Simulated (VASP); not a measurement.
Crystal: AlRu.

```
Al Ru
1.0
     2.01008   -3.56094    0.00000
     2.01008    3.56094    0.00000
     0.00000    0.00000    4.42009
Al Ru
2 2
Cartesian
  2.0101 1.0356 2.2100
  2.0101 -1.0356 2.2100
  2.0101 0.0000 0.0000
  0.0000 0.0000 2.2100
```

The cell was built from a structure type or drawn by symmetry, and may not be a known phase.

| Property | Result |
| --- | --- |
| Program | VASP 6.6.1 |
| Task | relaxation of cell and atoms |
| Functional | PBE |
| Potentials or basis | VASP PAW PBE potentials, release 64 (Al, Ru_pv) |
| Cutoff | 600 eV |
| k mesh | 6 × 6 × 4 |
| Occupations | gaussian, width 0.1 eV |
| Spin | no spin polarisation |

At the start: pressure 30.4 GPa; volume 15.82 Å³/atom.

Task: How do energy, volume and symmetry change on relaxing?

Result: Over 52 steps the energy falls by 899.4 meV/atom and the volume is 15.71 Å³/atom (-0.7 %); space group Cmmm (No. 65, to 0.1 Å) before and after.

The path:
```tsv
step	energy change (eV)	largest force (eV/Å)	pressure (GPa)	volume (Å³)
1	0.0000	7.1756	30.40	63.28
3	-2.1759	0.3895	-5.26	75.29
5	-2.1828	0.2082	-3.90	74.44
7	-2.6481	0.8622	2.04	68.91
9	-2.8459	0.2281	-3.03	70.34
11	-2.8607	0.1125	2.47	67.19
13	-2.8784	0.1415	0.39	68.23
15	-2.8801	0.0959	-0.67	68.65
17	-2.8819	0.0630	-0.61	68.52
19	-2.8900	0.2428	-0.11	67.44
21	-2.9531	1.3618	4.02	62.59
23	-2.9553	1.1558	2.38	63.81
25	-2.9530	1.1108	2.08	64.03
27	-2.9536	1.1189	2.14	64.00
29	-2.9557	1.1519	2.23	63.88
31	-2.9596	1.2747	2.62	63.40
33	-2.9711	1.2653	2.59	63.36
35	-3.0221	1.2270	2.38	63.21
37	-3.2017	1.1204	1.88	62.50
39	-3.3799	0.9627	2.22	61.61
41	-3.5715	0.0285	-2.40	63.96
43	-3.5857	0.1197	-0.99	63.22
45	-3.5910	0.0189	0.74	62.56
47	-3.5968	0.0661	0.07	62.85
49	-3.5970	0.0746	-0.01	62.90
51	-3.5975	0.0034	-0.18	62.89
52	-3.5977	0.0026	-0.04	62.84
```

Final structure:
```xyz
4
Lattice="2.4689 -4.5891 0.0000 2.4689 4.5891 0.0000 0.0000 0.0000 2.7731" Properties=species:S:1:pos:R:3 pbc="T T T"
Al    2.4689    2.0037    1.3866
Al    2.4689   -2.0037    1.3866
Ru    2.4689    0.0000    0.0000
Ru    0.0000    0.0000    1.3866
```

Caveat: a cell axis changed by over 15 % at a fixed basis, so the end point is rough.
